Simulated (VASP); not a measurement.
Set up this calculation in VASP 6.6.1, as the native input.

```yaml
Task: single point
Functional: PBEsol
Potentials_or_basis: VASP PAW PBE potentials, release 64 (Ca_sv)
Cutoff: 520 eV
k_mesh: 14 × 14 × 14
Occupations: gaussian, width 0.1 eV
Spin: no spin polarisation
Dipole_correction: no
Further_INCAR_settings: ALGO = Fast; EDIFF = 1e-06; NBANDS = 11
```

The structure of Ca lies in POSCAR:

```
Ca
1.0
   -2.1999344639      2.1999344639      2.2567495399
    2.1999344639     -2.1999344639      2.2567495399
    2.1999344639      2.1999344639     -2.2567495399
Ca
1
Direct
    0.5000000000      0.5000000000      0.0000000000
```

This cell differs from its parent crystal: strained.

The input as run:

INCAR

```
ALGO = Fast
EDIFF = 1E-6
ENCUT = 520
GGA = PS
ISIF = 2
ISMEAR = 0
LASPH = True
LCHARG = True
LELF = True
LREAL = False
LVHAR = True
LWAVE = False
NBANDS = 11
NELM = 100
PREC = Accurate
SIGMA = 0.1
```

KPOINTS

```
k-points
0
Gamma
  14 14 14
```

Potentials or basis: VASP PAW PBE potentials, release 64 (Ca_sv).

Run with:

```sh
$ cat potpaw_PBE.64/Ca_sv/POTCAR > POTCAR
$ mpirun -np 1 vasp_std > vasp.out
```

Results of the run:

```json
{
  "Pressure": "-1.2 GPa",
  "Band gap on the k mesh": "zero (bands 5 and 6 overlap by 0.30 eV)"
}
```

Caveat: the cell differs from its parent crystal (strained); the PAW data sets were made with another functional, which shifts forces and pressure a little.

Wall time 57 s on 1 thread of Intel(R) Xeon(R) 6975P-C (Granite Rapids), with other jobs on the host, peak memory 0.25 GiB.
